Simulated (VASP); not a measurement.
# LiScSe2 (Pmmn) in VASP: single point with r2SCAN+rVV10

Aim: the single point of LiScSe2 with r2SCAN+rVV10.

Everything below comes from runs of VASP 6.6.1. Logs are shortened: lines on timing, memory, paths and dates and some standing lists are left out, and cuts for length are marked.

## 1. The cell of the first run

It takes space group Pmmn (No. 59, orthorhombic). The conventional cell has a = 3.839 Å, b = 5.413 Å, c = 7.874 Å, α = 90.00°, β = 90.00°, γ = 90.00°. Li (site symmetry mm2) has 6 Se at 2.70 to 2.92 Å and 5 Sc at 3.70 to 3.86 Å and 6 Li at 3.74 to 3.84 Å within 3.9 Å. Se (site symmetry mm2) has 2 Sc at 2.63 Å and 4 Li at 2.70 to 2.71 Å within 3.5 Å. Within 3.6 Å of Se (site symmetry mm2) lie 4 Sc at 2.72 to 2.76 Å and 2 Li at 2.92 Å. Sc (site symmetry mm2) has 6 Se at 2.63 to 2.76 Å within 3.5 Å.

## 2. Single point, r2SCAN+rVV10

File POSCAR:

```
LiScSe2
1.0
    3.8388408618      0.0000000000      0.0000000000
    0.0000000000      5.4134442016      0.0000000000
    0.0000000000      0.0000000000      7.8743514758
Li Se Sc
2 4 2
Direct
    0.0000000000      0.0000000000      0.8908736524
    0.5000000000      0.5000000000      0.1091263476
    0.0000000000      0.5000000000      0.8673229309
    0.5000000000      0.0000000000      0.1326770691
    0.0000000000      0.5000000000      0.3884394113
    0.5000000000      0.0000000000      0.6115605887
    0.0000000000      0.0000000000      0.3604694178
    0.5000000000      0.5000000000      0.6395305822
```

File INCAR.step1:

```
SYSTEM = LiScSe2
  PREC = Accurate
  ENCUT = 830
  ISMEAR = -1
  SIGMA = 0.03
  LREAL = .False.
  LASPH = .True.
  NELM = 120
  NBANDS = 36
  GGA = PE
  ALGO = Normal
  EDIFF = 1E-5
  LWAVE = .True.
  LCHARG = .False.
  GGA_COMPAT = .False.
```

File INCAR.step2:

```
SYSTEM = LiScSe2
  PREC = Accurate
  ENCUT = 830
  EDIFF = 1E-6
  ISMEAR = -1
  SIGMA = 0.03
  LREAL = .False.
  LASPH = .True.
  NELM = 120
  ALGO = Normal
  ISIF = 2
  LWAVE = .False.
  LCHARG = .True.
  METAGGA = R2SCAN
  LMIXTAU = .True.
  LUSE_VDW = .True.
  IVDW_NL = 2
  BPARAM = 11.95
  CPARAM = 0.0093
  LELF = .True.
  LVHAR = .True.
  NBANDS = 36
  ISTART = 1
  GGA_COMPAT = .False.
```

File KPOINTS:

```
Automatic mesh
0
Gamma
  6 4 4
  0 0 0
```

Potentials or basis: VASP PAW PBE potentials, release 64 (Li_sv, Se, Sc_sv).

Command:

```sh
cat potpaw_PBE.64/Li_sv/POTCAR potpaw_PBE.64/Se/POTCAR potpaw_PBE.64/Sc_sv/POTCAR > POTCAR
cp INCAR.step1 INCAR
mpirun -np 1 vasp_std > vasp.out
cp INCAR.step2 INCAR
mpirun -np 1 vasp_std > vasp.out
```

OUTCAR:

```text
SYSTEM = LiScSe2
   PREC = Accurate
   ENCUT = 830
   EDIFF = 1E-6
   ISMEAR = -1
   LREAL = .False.
   LASPH = .True.
   NELM = 120
   ISIF = 2
   METAGGA = R2SCAN
   IVDW_NL = 2
   BPARAM = 11.95
   ISTART = 1

 ion  position               nearest neighbor table
   1  0.000  0.000  0.891-
   2  0.500  0.500  0.109-
   3  0.000  0.500  0.867-   8 2.63   8 2.63
   4  0.500  0.000  0.133-   7 2.63   7 2.63
   5  0.000  0.500  0.388-   7 2.72   7 2.72   8 2.76   8 2.76
   6  0.500  0.000  0.612-   8 2.72   8 2.72   7 2.76   7 2.76
   7  0.000  0.000  0.360-   4 2.63   4 2.63   5 2.72   5 2.72   6 2.76   6 2.76
   8  0.500  0.500  0.640-   3 2.63   3 2.63   6 2.72   6 2.72   5 2.76   5 2.76

  LATTYP: Found a simple orthorhombic cell.
 ALAT       =     3.8388408618
 B/A-ratio  =     1.4101767686
 C/A-ratio  =     2.0512315460

  Lattice vectors:

 A1 = (   3.8388408618,   0.0000000000,   0.0000000000)
 A2 = (   0.0000000000,   5.4134442016,   0.0000000000)
 A3 = (   0.0000000000,   0.0000000000,   7.8743514758)

Analysis of symmetry for initial positions (statically):
=====================================================================
 Subroutine PRICEL returns:
 Original cell was already a primitive cell.

 Routine SETGRP: Setting up the symmetry group for a
 simple orthorhombic supercell.

 Subroutine GETGRP returns: Found  8 space group operations
 (whereof  4 operations were pure point group operations)
 out of a pool of  8 trial point group operations.

The static configuration has the point symmetry C_2v.
 The point group associated with its full space group is D_2h.

Analysis of symmetry for dynamics (positions and initial velocities):
=====================================================================
 Subroutine PRICEL returns:
 Original cell was already a primitive cell.

 Routine SETGRP: Setting up the symmetry group for a
 simple orthorhombic supercell.

 Subroutine GETGRP returns: Found  8 space group operations
 (whereof  4 operations were pure point group operations)
 out of a pool of  8 trial point group operations.

The dynamic configuration has the point symmetry C_2v.
 The point group associated with its full space group is D_2h.

 Subroutine INISYM returns: Found  8 space group operations
 (whereof  4 operations are pure point group operations),
 and found     1 'primitive' translations

----------------------------------------------------------------------------------------

                                     Primitive cell

  volume of cell :     163.6397

  direct lattice vectors                    reciprocal lattice vectors
     3.838840862  0.000000000  0.000000000     0.260495299  0.000000000  0.000000000
     0.000000000  5.413444202  0.000000000     0.000000000  0.184725281  0.000000000
     0.000000000  0.000000000  7.874351476     0.000000000  0.000000000  0.126994585

  length of vectors
     3.838840862  5.413444202  7.874351476     0.260495299  0.184725281  0.126994585

  position of ions in fractional coordinates (direct lattice)
     0.000000000  0.000000000  0.890873652
     0.500000000  0.500000000  0.109126348
     0.000000000  0.500000000  0.867322931
     0.500000000  0.000000000  0.132677069
     0.000000000  0.500000000  0.388439411
     0.500000000  0.000000000  0.611560589
     0.000000000  0.000000000  0.360469418
     0.500000000  0.500000000  0.639530582

  ion indices of the primitive-cell ions
   primitive index   ion index
                 1           1
                 2           2
                 3           3
                 4           4
                 5           5
                 6           6
                 7           7
                 8           8

----------------------------------------------------------------------------------------

 KPOINTS: Automatic mesh

Automatic generation of k-mesh.
 Grid dimensions read from file:
 generate k-points for:    6    4    4

 Generating k-lattice:

  Cartesian coordinates                     Fractional coordinates (reciprocal lattice)
     0.043415883  0.000000000  0.000000000     0.166666667  0.000000000  0.000000000
     0.000000000  0.046181320  0.000000000     0.000000000  0.250000000  0.000000000
     0.000000000  0.000000000  0.031748646     0.000000000  0.000000000  0.250000000

  Length of vectors
     0.043415883  0.046181320  0.031748646

  Shift w.r.t. Gamma in fractional coordinates (k-lattice)
     0.000000000  0.000000000  0.000000000

 Subroutine IBZKPT returns following result:
 ===========================================

 Found     36 irreducible k-points:

 Following reciprocal coordinates:
            Coordinates               Weight
  0.000000  0.000000  0.000000      1.000000
  0.166667  0.000000  0.000000      2.000000
  0.333333  0.000000  0.000000      2.000000
  0.500000  0.000000  0.000000      1.000000
  0.000000  0.250000  0.000000      2.000000
  0.166667  0.250000  0.000000      4.000000
[... 16 lines left out ...]
  0.333333  0.500000  0.250000      4.000000
  0.500000  0.500000  0.250000      2.000000
 [... further k-points ...]
   k-points           NKPTS =     36   k-points in BZ     NKDIM =     36   number of bands    NBANDS=     36
   number of dos      NEDOS =    301   number of ions     NIONS =      8
   total plane-waves  NPLWV = 155520
   dimension x,y,z NGX =    36 NGY =   54 NGZ =   80
   dimension x,y,z NGXF=    72 NGYF=  108 NGZF=  160
   ions per type =               2   4   2
   NGX,Y,Z   is equivalent  to a cutoff of  15.59, 16.58, 16.89 a.u.
   NGXF,Y,Z  is equivalent  to a cutoff of  31.18, 33.17, 33.78 a.u.
 SYSTEM =  LiScSe2
   PREC   = accura    normal or accurate (medium, high low for compatibility)
   ISTART =      1    job   : 0-new  1-cont  2-samecut
   ICHARG =      0    charge: 1-file 2-atom 10-const
   ISPIN  =      1    spin polarized calculation?
   LNONCOLLINEAR =      F non collinear calculations
   LSORBIT =      F    spin-orbit coupling
   LASPH  =      T    aspherical Exc in radial PAW
   ENCUT  =  830.0 eV  61.00 Ry    7.81 a.u.   9.02 12.72 18.50*2*pi/ulx,y,z
   NELM   =    120;   NELMIN=  2; NELMDL=  0     # of ELM steps
   EDIFF  = 0.1E-05   stopping-criterion for ELM
   LREAL  =      F    real-space projection
   EDIFFG = 0.1E-04   stopping-criterion for IOM
   NSW    =      0    number of steps for IOM
   IBRION =     -1    ionic relax: 0-MD 1-quasi-New 2-CG
   NFREE  =      0    steps in history (QN), initial steepest desc. (CG)
   ISIF   =      2    stress and relaxation
   ISYM   =      2    0-nonsym 1-usesym 2-fastsym
   POTIM  = 0.5000    time-step for ionic-motion
   TEBEG  =    0.0;   TEEND  =   0.0 temperature during run
   PSTRESS=    0.0 pullay stress
   NELECT =      52.0000    total number of electrons
   NUPDOWN=      -1.0000    fix difference up-down
   EMIN   =  10.00;   EMAX   =-10.00  energy-range for DOS
   EFERMI =   0.00;   METHOD = LEGACY
   ISMEAR =    -1;   SIGMA  =   0.03  broadening in eV -4-tet -1-fermi 0-gaus
   EFERMI_NEDOS =   21; number of points for ismear=-14 and -15
   IALGO  =     38    algorithm
   IMIX   =      4    mixing-type and parameters
     AMIX     =   0.40;   BMIX     =  1.00
     AMIX_MAG =   1.60;   BMIX_MAG =  1.00
  volume/ion in A,a.u.               =      20.45       138.04
  Fermi-wavevector in a.u.,A,eV,Ry     =   1.117154  2.111115 16.980524  1.248033
  Thomas-Fermi vector in A             =   2.253774
   LORBIT       =      0    0 simple, 1 ext, 2 COOP (PROOUT), +10 PAW based schemes
   METAGGA = R2SCAN    functional components
   LHFCALC =     F    Hartree Fock is set to
   AEXX    =    0.0000 exact exchange contribution
   IVDW_NL    =     2    kernel type
   BPARAM     =11.9500
   IVDW    =     0    specifies the selected vdW correction
   LEPSILON=     F    determine dielectric tensor
   LRPA    =     F    only Hartree local field effects (RPA)
 non-spin polarized calculation
  energy-cutoff  :      830.00
  volume of cell :      163.64
 maximum number of plane-waves:      8924
   NGX = 19   NGY = 25   NGZ = 37

 number of electron      52.0000003 magnetization

 Free energy of the ion-electron system (eV)
  ---------------------------------------------------
  ext. energy  EPLUGINS =         0.00000000
  ---------------------------------------------------
  free energy    TOTEN  =       -97.98329430 eV

  energy without entropy =      -97.98329430  energy(sigma->0) =      -97.98329430

 E-fermi :   3.6979     XC(G=0):  -9.9530

 val. band max:        2.9720578042   @ k =   0.0000   0.0000   0.0000
 cond. band min:       4.4036000533   @ k =   0.5000   0.0000   0.0000
 fundamental gap:      1.4315422491
 Fermi energy:         3.6978758529

 k-point     1 :       0.0000    0.0000    0.0000
  band No.  band energies     occupation
      1     -48.6656      2.00000
      2     -48.6622      2.00000
      3     -43.9800      2.00000
      4     -43.9789      2.00000
      5     -26.3774      2.00000
      6     -26.3508      2.00000
[... 28 lines left out ...]
     35       7.0851      0.00000
     36       7.3147      0.00000

 k-point     2 :       0.1667    0.0000    0.0000
  band No.  band energies     occupation
      1     -48.6647      2.00000
      2     -48.6618      2.00000
      3     -43.9799      2.00000
      4     -43.9789      2.00000
      5     -26.3746      2.00000
      6     -26.3516      2.00000
[... 28 lines left out ...]
     35       6.8348      0.00000
     36       6.8406      0.00000
[... 817 lines left out ...]
     35       7.6265      0.00000
     36       7.6265      0.00000

 k-point    24 :       0.5000    0.5000    0.2500
  band No.  band energies     occupation
      1     -48.6611      2.00000
      2     -48.6611      2.00000
      3     -43.9791      2.00000
      4     -43.9791      2.00000
      5     -26.3683      2.00000
      6     -26.3683      2.00000
[... 28 lines left out ...]
     35       7.4463      0.00000
     36       7.4463      0.00000

 [... further k-points ...]

------------------------ aborting loop because EDIFF is reached ----------------------------------------

  FORCE on cell =-STRESS in cart. coord.  units (eV):
  Direction    XX          YY          ZZ          XY          YZ          ZX
  --------------------------------------------------------------------------------------
  -------------------------------------------------------------------------------------
  Total        0.2551758      0.1356967      0.2202924      0.0000000      0.0000000      0.0000000
  in kB        2.4983973      1.3285906      2.1568580      0.0000000      0.0000000      0.0000000
  external PRESSURE =       1.9946153 kB  Pullay stress =       0.0000000 kB

 VOLUME and BASIS-vectors are now :
 -----------------------------------------------------------------------------
  energy-cutoff  :      830.00
  volume of cell :      163.64
      direct lattice vectors                 reciprocal lattice vectors
     3.838840862  0.000000000  0.000000000     0.260495299  0.000000000  0.000000000
     0.000000000  5.413444202  0.000000000     0.000000000  0.184725281  0.000000000
     0.000000000  0.000000000  7.874351476     0.000000000  0.000000000  0.126994585

 POSITION                                       TOTAL-FORCE (eV/Angst)
 -----------------------------------------------------------------------------------
      0.00000      0.00000      7.01505         0.000000      0.000000     -0.017744
      1.91942      2.70672      0.85930         0.000000      0.000000      0.017744
      0.00000      2.70672      6.82961         0.000000      0.000000      0.068186
      1.91942      0.00000      1.04475         0.000000      0.000000     -0.068186
      0.00000      2.70672      3.05871         0.000000      0.000000     -0.040010
      1.91942      0.00000      4.81564         0.000000      0.000000      0.040010
      0.00000      0.00000      2.83846         0.000000      0.000000      0.007592
      1.91942      2.70672      5.03589         0.000000      0.000000     -0.007592
 -----------------------------------------------------------------------------------
    total drift:                                0.000000     -0.000000     -0.000000

  FREE ENERGIE OF THE ION-ELECTRON SYSTEM (eV)
  ---------------------------------------------------
  free  energy   TOTEN  =       -97.9832943017 eV

  energy  without entropy=      -97.9832943017  energy(sigma->0) =      -97.98329430
```

Run time: 19 min. Hardware: 1 thread of AMD EPYC 9R45 (Zen 5), shared host; peak memory 1.2 GiB.

Results:

* Free energy: -97.9833 eV
* Pressure: 0.2 GPa
* Largest force: 0.068 eV/Å
* Band gap on the k mesh: 1.43 eV (least direct gap 1.47 eV)

Forces on the atoms (eV/Å):
```
Li   0.000  0.000 -0.018
Li   0.000  0.000  0.018
Se   0.000  0.000  0.068
Se   0.000  0.000 -0.068
Se   0.000  0.000 -0.040
Se   0.000  0.000  0.040
Sc   0.000  0.000  0.008
Sc   0.000  0.000 -0.008
```

Stress tensor (GPa, compression positive):
```
0.25 0.00 0.00
0.00 0.13 0.00
0.00 0.00 0.22
```

Caveat: the PAW data sets were made with another functional, which shifts forces and pressure a little.
